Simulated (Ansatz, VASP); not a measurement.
# Al2Ru in VASP and in Ansatz

The input POSCAR:

```
Al2Ru
1.0
    0.0000000000      4.1889823501      4.6110273963
    2.4710296752      0.0000000000      4.6110273963
    2.4710296752      4.1889823501      0.0000000000
Al Ru
4 2
Direct
    0.0790459565      0.4209540435      0.0790459565
    0.4209540435      0.0790459565      0.4209540435
    0.1709540435      0.8290459565      0.1709540435
    0.8290459565      0.1709540435      0.8290459565
    0.7500000000      0.7500000000      0.7500000000
    0.5000000000      0.5000000000      0.5000000000
```

INCAR.step1

```
SYSTEM = Al2Ru
ALGO = Normal
EDIFF = 1E-4
ENCUT = 520
GGA = PE
ISMEAR = 0
LASPH = .TRUE.
LCHARG = .FALSE.
LREAL = .FALSE.
LWAVE = .TRUE.
NBANDS = 29
NELM = 60
PREC = Accurate
SIGMA = 0.03
```

The input INCAR.step2:

```
SYSTEM = Al2Ru
ALGO = Normal
EDIFF = 1E-6
ENCUT = 520
ISIF = 2
ISMEAR = 0
ISTART = 1
LASPH = .TRUE.
LCHARG = .TRUE.
LELF = .TRUE.
LMIXTAU = .TRUE.
LREAL = .FALSE.
LVHAR = .TRUE.
LWAVE = .FALSE.
METAGGA = R2SCAN
NBANDS = 29
NELM = 60
PREC = Accurate
SIGMA = 0.03
```

Contents of KPOINTS:

```
k-points
0
G
  10 10 10
  0 0 0
```

Input for Ansatz:

```yaml
crystal:
  lattice:
    - [0.0, 4.1889823501, 4.6110273963]
    - [2.4710296752, 0.0, 4.6110273963]
    - [2.4710296752, 4.1889823501, 0.0]
  atoms:
    - { symbol: Al, position: [0.0790459565, 0.4209540435, 0.0790459565] }
    - { symbol: Al, position: [0.4209540435, 0.0790459565, 0.4209540435] }
    - { symbol: Al, position: [0.1709540435, 0.8290459565, 0.1709540435] }
    - { symbol: Al, position: [0.8290459565, 0.1709540435, 0.8290459565] }
    - { symbol: Ru, position: [0.75, 0.75, 0.75] }
    - { symbol: Ru, position: [0.5, 0.5, 0.5] }
basis:
  ecutwfc: 500
kpoints:
  mp_grid: { grid: [10, 10, 10] }
hamiltonian:
  xc: r2scan
scf:
  occupations: { method: gaussian, width: 0.03 }
output:
  forces: true
  stress: true
  eigenvalues: true
```

Change from the starting cell: strain +0.050 along x and y, +0.050 along z, atoms carried along.

Alike in both runs: task single point; functional r2SCAN; k mesh 10 × 10 × 10; occupations gaussian, width 0.03 eV; no spin polarisation.

|  | VASP | Ansatz |
| --- | --- | --- |
| version | VASP 6.6.1 | Ansatz 0.2.0 |
| potentials or method | VASP PAW PBE potentials, release 64 (Al, Ru_pv), cutoff 520 eV | scalar-relativistic, plane waves, PAW |
| valence electrons in the cell | 40 | 44 |

```csv
,VASP,Ansatz,Ansatz less VASP
gap on the k mesh at the Fermi level (eV),0.11,0.11,-0.005
least direct gap on the mesh (eV),1.11,1.11,-0.001
pressure (GPa),-20.0,-19.8,+0.17
"traceless stress, the component that is largest in VASP (GPa)",1.80,1.79,-0.006
rms of the force components (eV/Å),0.073,0.075,+0.0020
```

VASP's potentials were made for PBE, not for r2SCAN. Atom by atom the forces differ by 0.002 eV/Å (rms over components). VASP's potentials hold 40 valence electrons a cell and Ansatz's 44, so a difference there can come from the potentials and not from the codes.
